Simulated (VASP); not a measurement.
# I (Fm-3m) in VASP: a series of runs

I is run at these levels: LDA; tasks: single point.

Program: VASP 6.6.1. These are calculated values, not measurements. Logs are shortened: lines on timing, memory, paths and dates and some standing lists are left out, and cuts for length are marked.

### 1 The cell of the first run

It takes space group Fm-3m (No. 225, cubic). The conventional cell has a = 4.425 Å, b = 4.425 Å, c = 4.425 Å, α = 90.00°, β = 90.00°, γ = 90.00°. Within 4.1 Å of I (site symmetry m-3m) lie 12 I at 3.13 Å.

### 2 Single point, LDA (volume scaled by 0.7)

INCAR

```
SYSTEM = I
  PREC = Accurate
  ENCUT = 520
  EDIFF = 1E-7
  ISMEAR = -1
  SIGMA = 0.05
  LREAL = .FALSE.
  LASPH = .TRUE.
  NELM = 100
  ALGO = Normal
  ISIF = 2
  LWAVE = .FALSE.
  LCHARG = .TRUE.
  LELF = .TRUE.
  LVHAR = .TRUE.
  NBANDS = 10
```

KPOINTS

```
regular mesh
0
G
  14 14 14
  0 0 0
```

POSCAR

```
I
1.0
    0.0000000000      2.2124535117      2.2124535117
    2.2124535117      0.0000000000      2.2124535117
    2.2124535117      2.2124535117      0.0000000000
I
1
Direct
    0.0000000000      0.0000000000      0.0000000000
```

Potentials or basis: VASP PAW LDA potentials, release 64 (I).

Started as:

```sh
cat potpaw_LDA.64/I/POTCAR > POTCAR
mpirun -np 1 vasp_std > vasp.out
```

OUTCAR:

```text
SYSTEM = I
   PREC = Accurate
   ENCUT = 520
   EDIFF = 1E-7
   ISMEAR = -1
   LREAL = .FALSE.
   LASPH = .TRUE.
   NELM = 100
   ISIF = 2

 ion  position               nearest neighbor table
   1  0.000  0.000  0.000-

  LATTYP: Found a face centered cubic cell.
 ALAT       =     4.4249070234

  Lattice vectors:

 A1 = (   0.0000000000,   2.2124535117,   2.2124535117)
 A2 = (   2.2124535117,   0.0000000000,   2.2124535117)
 A3 = (   2.2124535117,   2.2124535117,   0.0000000000)

Analysis of symmetry for initial positions (statically):
=====================================================================
 Subroutine PRICEL returns:
 Original cell was already a primitive cell.

 Routine SETGRP: Setting up the symmetry group for a
 face centered cubic supercell.

 Subroutine GETGRP returns: Found 48 space group operations
 (whereof 48 operations were pure point group operations)
 out of a pool of 48 trial point group operations.

The static configuration has the point symmetry O_h .

Analysis of symmetry for dynamics (positions and initial velocities):
=====================================================================
 Subroutine PRICEL returns:
 Original cell was already a primitive cell.

 Routine SETGRP: Setting up the symmetry group for a
 face centered cubic supercell.

 Subroutine GETGRP returns: Found 48 space group operations
 (whereof 48 operations were pure point group operations)
 out of a pool of 48 trial point group operations.

The dynamic configuration has the point symmetry O_h .

 Subroutine INISYM returns: Found 48 space group operations
 (whereof 48 operations are pure point group operations),
 and found     1 'primitive' translations

----------------------------------------------------------------------------------------

                                     Primitive cell

  volume of cell :      21.6597

  direct lattice vectors                    reciprocal lattice vectors
     0.000000000  2.212453512  2.212453512    -0.225993449  0.225993449  0.225993449
     2.212453512  0.000000000  2.212453512     0.225993449 -0.225993449  0.225993449
     2.212453512  2.212453512  0.000000000     0.225993449  0.225993449 -0.225993449

  length of vectors
     3.128881762  3.128881762  3.128881762     0.391432136  0.391432136  0.391432136

  position of ions in fractional coordinates (direct lattice)
     0.000000000  0.000000000  0.000000000

  ion indices of the primitive-cell ions
   primitive index   ion index
                 1           1

----------------------------------------------------------------------------------------

 KPOINTS: regular mesh

Automatic generation of k-mesh.
 Grid dimensions read from file:
 generate k-points for:   14   14   14

 Generating k-lattice:

  Cartesian coordinates                     Fractional coordinates (reciprocal lattice)
    -0.016142389  0.016142389  0.016142389     0.071428571  0.000000000  0.000000000
     0.016142389 -0.016142389  0.016142389     0.000000000  0.071428571  0.000000000
     0.016142389  0.016142389 -0.016142389     0.000000000  0.000000000  0.071428571

  Length of vectors
     0.027959438  0.027959438  0.027959438

  Shift w.r.t. Gamma in fractional coordinates (k-lattice)
     0.000000000  0.000000000  0.000000000

 Subroutine IBZKPT returns following result:
 ===========================================

 Found    104 irreducible k-points:

 Following reciprocal coordinates:
            Coordinates               Weight
  0.000000  0.000000  0.000000      1.000000
  0.071429  0.000000  0.000000      8.000000
  0.142857  0.000000  0.000000      8.000000
  0.214286  0.000000  0.000000      8.000000
  0.285714  0.000000  0.000000      8.000000
  0.357143  0.000000  0.000000      8.000000
[... 16 lines left out ...]
  0.214286  0.142857  0.000000     24.000000
  0.285714  0.142857  0.000000     24.000000
 [... further k-points ...]
   k-points           NKPTS =    104   k-points in BZ     NKDIM =    104   number of bands    NBANDS=     10
   number of dos      NEDOS =    301   number of ions     NIONS =      1
   total plane-waves  NPLWV =  13824
   dimension x,y,z NGX =    24 NGY =   24 NGZ =   24
   dimension x,y,z NGXF=    48 NGYF=   48 NGZF=   48
   ions per type =               1
   NGX,Y,Z   is equivalent  to a cutoff of  12.75, 12.75, 12.75 a.u.
   NGXF,Y,Z  is equivalent  to a cutoff of  25.50, 25.50, 25.50 a.u.
 SYSTEM =  I
   PREC   = accura    normal or accurate (medium, high low for compatibility)
   ISTART =      0    job   : 0-new  1-cont  2-samecut
   ICHARG =      2    charge: 1-file 2-atom 10-const
   ISPIN  =      1    spin polarized calculation?
   LNONCOLLINEAR =      F non collinear calculations
   LSORBIT =      F    spin-orbit coupling
   LASPH  =      T    aspherical Exc in radial PAW
   ENCUT  =  520.0 eV  38.22 Ry    6.18 a.u.   5.82  5.82  5.82*2*pi/ulx,y,z
   NELM   =    100;   NELMIN=  2; NELMDL= -5     # of ELM steps
   EDIFF  = 0.1E-06   stopping-criterion for ELM
   LREAL  =      F    real-space projection
   EDIFFG = 0.1E-05   stopping-criterion for IOM
   NSW    =      0    number of steps for IOM
   IBRION =     -1    ionic relax: 0-MD 1-quasi-New 2-CG
   NFREE  =      0    steps in history (QN), initial steepest desc. (CG)
   ISIF   =      2    stress and relaxation
   ISYM   =      2    0-nonsym 1-usesym 2-fastsym
   POTIM  = 0.5000    time-step for ionic-motion
   TEBEG  =    0.0;   TEEND  =   0.0 temperature during run
   PSTRESS=    0.0 pullay stress
   NELECT =       7.0000    total number of electrons
   NUPDOWN=      -1.0000    fix difference up-down
   EMIN   =  10.00;   EMAX   =-10.00  energy-range for DOS
   EFERMI =   0.00;   METHOD = LEGACY
   ISMEAR =    -1;   SIGMA  =   0.05  broadening in eV -4-tet -1-fermi 0-gaus
   EFERMI_NEDOS =   21; number of points for ismear=-14 and -15
   IALGO  =     38    algorithm
   IMIX   =      4    mixing-type and parameters
     AMIX     =   0.40;   BMIX     =  1.00
     AMIX_MAG =   1.60;   BMIX_MAG =  1.00
  volume/ion in A,a.u.               =      21.66       146.17
  Fermi-wavevector in a.u.,A,eV,Ry     =   1.123458  2.123027 17.172689  1.262157
  Thomas-Fermi vector in A             =   2.260124
   LORBIT       =      0    0 simple, 1 ext, 2 COOP (PROOUT), +10 PAW based schemes
   GGA     = CA    functional components
   LHFCALC =     F    Hartree Fock is set to
   AEXX    =    0.0000 exact exchange contribution
   IVDW    =     0    specifies the selected vdW correction
   LEPSILON=     F    determine dielectric tensor
   LRPA    =     F    only Hartree local field effects (RPA)
 non-spin polarized calculation
  energy-cutoff  :      520.00
  volume of cell :       21.66
 maximum number of plane-waves:       595
   NGX = 11   NGY = 11   NGZ = 11

 number of electron       6.9999999 magnetization

 Free energy of the ion-electron system (eV)
  ---------------------------------------------------
  ext. energy  EPLUGINS =         0.00000000
  ---------------------------------------------------
  free energy    TOTEN  =        -1.02148213 eV

  energy without entropy =       -1.01585417  energy(sigma->0) =       -1.01866815

 E-fermi :  12.0626     XC(G=0): -11.5453

 val. band max:       12.0025747104   @ k =  -0.3571   0.2143   0.0000
 cond. band min:      12.0771081674   @ k =  -0.2143   0.2857   0.0714
 fundamental gap:      0.0745334570
 Fermi energy:        12.0625903461

 k-point     1 :       0.0000    0.0000    0.0000
  band No.  band energies     occupation
      1      -5.7726      2.00000
      2      14.4959      0.00000
      3      14.4959      0.00000
      4      14.4959      0.00000
      5      21.5500      0.00000
      6      21.5500      0.00000
      7      21.5500      0.00000
      8      22.2592      0.00000
      9      23.3089      0.00000
     10      27.2776      0.00000

 k-point     2 :       0.0714    0.0000    0.0000
  band No.  band energies     occupation
      1      -5.6623      2.00000
      2      13.5994      0.00000
      3      14.3767      0.00000
      4      14.3767      0.00000
      5      20.6800      0.00000
      6      21.7671      0.00000
      7      21.7671      0.00000
      8      23.5547      0.00000
      9      24.0470      0.00000
     10      25.8994      0.00000

 k-point     3 :       0.1429    0.0000    0.0000
  band No.  band energies     occupation
      1      -5.3340      2.00000
      2      11.6156      1.99974
      3      14.0740      0.00000
      4      14.0740      0.00000
      5      19.9900      0.00000
      6      22.2352      0.00000
      7      22.2352      0.00000
      8      24.6234      0.00000
      9      24.8327      0.00000
     10      24.8327      0.00000

 k-point     4 :       0.2143    0.0000    0.0000
  band No.  band energies     occupation
      1      -4.7970      2.00000
      2       9.3579      2.00000
      3      13.6966      0.00000
      4      13.6966      0.00000
      5      19.5313      0.00000
      6      22.2527      0.00000
      7      22.2527      0.00000
      8      24.2462      0.00000
      9      24.8208      0.00000
     10      24.8208      0.00000
[... 222 lines left out ...]
 k-point    22 :       0.1429    0.1429    0.0000
  band No.  band energies     occupation
      1      -5.1869      2.00000
      2      12.4739      0.00053
      3      13.0129      0.00000
      4      13.0129      0.00000
      5      18.7123      0.00000
      6      21.4369      0.00000
      7      23.7222      0.00000
      8      23.7222      0.00000
      9      26.1707      0.00000
     10      26.2408      0.00000

 k-point    23 :       0.2143    0.1429    0.0000
  band No.  band energies     occupation
      1      -4.7904      2.00000
      2      10.8008      2.00000
      3      12.4927      0.00037
      4      12.7952      0.00000
      5      18.4780      0.00000
      6      20.3853      0.00000
      7      23.9079      0.00000
      8      24.4277      0.00000
      9      27.1312      0.00000
     10      27.3056      0.00000

 k-point    24 :       0.2857    0.1429    0.0000
  band No.  band energies     occupation
      1      -4.1936      2.00000
      2       8.7398      2.00000
      3      12.0942      0.69389
      4      12.3410      0.00761
      5      18.5067      0.00000
      6      20.2188      0.00000
      7      23.6860      0.00000
      8      24.2395      0.00000
      9      26.7601      0.00000
     10      27.5840      0.00000

 [... further k-points ...]
[... 5 lines left out ...]
  --------------------------------------------------------------------------------------
  -------------------------------------------------------------------------------------
  Total        4.4855420      4.4855420      4.4855420     -0.0000000      0.0000000     -0.0000000
  in kB      331.7974570    331.7974570    331.7974570     -0.0000000      0.0000000     -0.0000000
  external PRESSURE =     331.7974570 kB  Pullay stress =       0.0000000 kB

 VOLUME and BASIS-vectors are now :
 -----------------------------------------------------------------------------
  energy-cutoff  :      520.00
  volume of cell :       21.66
      direct lattice vectors                 reciprocal lattice vectors
     0.000000000  2.212453512  2.212453512    -0.225993449  0.225993449  0.225993449
     2.212453512  0.000000000  2.212453512     0.225993449 -0.225993449  0.225993449
     2.212453512  2.212453512  0.000000000     0.225993449  0.225993449 -0.225993449

 POSITION                                       TOTAL-FORCE (eV/Angst)
 -----------------------------------------------------------------------------------
      0.00000      0.00000      0.00000        -0.000000     -0.000000      0.000000
 -----------------------------------------------------------------------------------
    total drift:                                0.000000      0.000000      0.000000

  FREE ENERGIE OF THE ION-ELECTRON SYSTEM (eV)
  ---------------------------------------------------
  free  energy   TOTEN  =        -1.0214821331 eV

  energy  without entropy=       -1.0158541655  energy(sigma->0) =       -1.01866815
```

Wall time 5.2 s (1 thread of Intel Xeon 6975P-C (Granite Rapids), shared host); peak memory 0.14 GiB.

What came out:

```
Free energy : -1.0215 eV
Pressure    : 33.2 GPa
```

Caveat: spin-orbit coupling is left out, which moves the levels of the heavy elements; an odd number of electrons without spin polarisation forces a metal; a magnetic or distorted state may lie lower.

### 3 Single point, LDA (volume scaled by 0.8)

INCAR

```
  ALGO = Normal
  EDIFF = 1E-6
  ENCUT = 520
  ISIF = 2
  ISMEAR = -1
  LASPH = T
  LCHARG = T
  LELF = T
  LREAL = F
  LVHAR = T
  LWAVE = F
  NBANDS = 10
  NELM = 80
  PREC = Accurate
  SIGMA = 0.05
```

KPOINTS

```
k-points
0
Gamma
  14 14 14
```

POSCAR

```
I
1.0
    0.0000000000      2.3131553624      2.3131553624
    2.3131553624      0.0000000000      2.3131553624
    2.3131553624      2.3131553624      0.0000000000
I
1
Direct
    0.0000000000      0.0000000000      0.0000000000
```

Potentials or basis: VASP PAW LDA potentials, release 64 (I).

Started as:

```sh
cat potpaw_LDA.64/I/POTCAR > POTCAR
mpirun -np 1 vasp_std > vasp.out
```

OUTCAR:

```text
EDIFF = 1E-6
   ENCUT = 520
   ISIF = 2
   ISMEAR = -1
   LASPH = T
   LREAL = F
   NELM = 80
   PREC = Accurate

 ion  position               nearest neighbor table
   1  0.000  0.000  0.000-

  LATTYP: Found a face centered cubic cell.
 ALAT       =     4.6263107248

  Lattice vectors:

 A1 = (   0.0000000000,   2.3131553624,   2.3131553624)
 A2 = (   2.3131553624,   0.0000000000,   2.3131553624)
 A3 = (   2.3131553624,   2.3131553624,   0.0000000000)

Analysis of symmetry for initial positions (statically):
[... 481 lines left out ...]
      4       9.7492      0.04294
      5      16.3685      0.00000
      6      17.8860      0.00000
      7      20.6391      0.00000
      8      21.3510      0.00000
      9      24.2445      0.00000
     10      24.6835      0.00000

 [... further k-points ...]
[... 5 lines left out ...]
  --------------------------------------------------------------------------------------
  -------------------------------------------------------------------------------------
  Total        2.3051434      2.3051434      2.3051434      0.0000000     -0.0000000     -0.0000000
  in kB      149.1983891    149.1983891    149.1983891      0.0000000     -0.0000000     -0.0000000
  external PRESSURE =     149.1983891 kB  Pullay stress =       0.0000000 kB

 VOLUME and BASIS-vectors are now :
 -----------------------------------------------------------------------------
  energy-cutoff  :      520.00
  volume of cell :       24.75
      direct lattice vectors                 reciprocal lattice vectors
     0.000000000  2.313155362  2.313155362    -0.216154958  0.216154958  0.216154958
     2.313155362  0.000000000  2.313155362     0.216154958 -0.216154958  0.216154958
     2.313155362  2.313155362  0.000000000     0.216154958  0.216154958 -0.216154958

 POSITION                                       TOTAL-FORCE (eV/Angst)
 -----------------------------------------------------------------------------------
      0.00000      0.00000      0.00000         0.000000     -0.000000      0.000000
 -----------------------------------------------------------------------------------
    total drift:                                0.000000     -0.000000     -0.000000

  FREE ENERGIE OF THE ION-ELECTRON SYSTEM (eV)
  ---------------------------------------------------
  free  energy   TOTEN  =        -1.4673189724 eV

  energy  without entropy=       -1.4601916961  energy(sigma->0) =       -1.46375533
```

OSZICAR:

```text
N       E                     dE             d eps       ncg     rms          rms(c)
DAV:   1     0.187738428927E+02    0.18774E+02   -0.27004E+03  2088   0.517E+02
DAV:   2    -0.868455206569E+00   -0.19642E+02   -0.19060E+02  2786   0.911E+01
DAV:   3    -0.146430519202E+01   -0.59585E+00   -0.58837E+00  2742   0.151E+01
DAV:   4    -0.146758163561E+01   -0.32764E-02   -0.32755E-02  2728   0.133E+00
DAV:   5    -0.146760522773E+01   -0.23592E-04   -0.23592E-04  2658   0.977E-02    0.808E+00
DAV:   6    -0.146737287742E+01    0.23235E-03   -0.24326E-04  2684   0.786E-02    0.488E+00
DAV:   7    -0.146731907435E+01    0.53803E-04   -0.48865E-04  2484   0.113E-01    0.495E-02
DAV:   8    -0.146731870564E+01    0.36871E-06   -0.13493E-05  2634   0.227E-02    0.268E-02
DAV:   9    -0.146731897245E+01   -0.26680E-06   -0.29856E-06  2540   0.828E-03
   1 F= -.14673190E+01 E0= -.14637553E+01  d E =-.712728E-02
```

It took 4.8 s on 1 thread of Intel Xeon 6975P-C (Granite Rapids), shared host; peak memory 0.14 GiB.

What came out:

```
Free energy : -1.4673 eV
Pressure    : 14.9 GPa
```

Caveat: spin-orbit coupling is left out, which moves the levels of the heavy elements; an odd number of electrons without spin polarisation forces a metal; a magnetic or distorted state may lie lower.

### 4 Single point, LDA (volume scaled by 0.8)

INCAR

```
  PREC = Accurate
  ENCUT = 520
  EDIFF = 1E-6
  ISMEAR = -1
  SIGMA = 0.05
  LREAL = F
  LASPH = T
  NELM = 100
  ALGO = Normal
  ISIF = 2
  LWAVE = F
  LCHARG = T
  GGA = CA
  LELF = T
  LVHAR = T
  NBANDS = 10
```

KPOINTS

```
regular mesh
0
Gamma
  14 14 14
```

POSCAR is that of step 3.

Started as:

```sh
cat potpaw_LDA.64/I/POTCAR > POTCAR
mpirun -np 1 vasp_std > vasp.out
```

It took 4.7 s on 1 thread of Intel Xeon 6975P-C (Granite Rapids), shared host; peak memory 0.14 GiB.

It converged, with:

| Quantity | Value |
| --- | --- |
| Free energy | -1.4673 eV |
| Pressure | 14.9 GPa |

Levels at points of the mesh, in eV from the Fermi level:
```
           k point  band 2  band 3  band 4  band 5  band 6  band 7
(0.00, 0.00, 0.00)    1.91    1.91    1.91    9.54    9.54    9.54
(0.50, 0.00, 0.00)   -7.51    0.57    0.57    6.72    8.74    8.74
(0.50, 0.50, 0.00)   -6.75   -2.03   -2.03    3.38    4.07   19.23
```

Caveat: spin-orbit coupling is left out, which moves the levels of the heavy elements; an odd number of electrons without spin polarisation forces a metal; a magnetic or distorted state may lie lower.
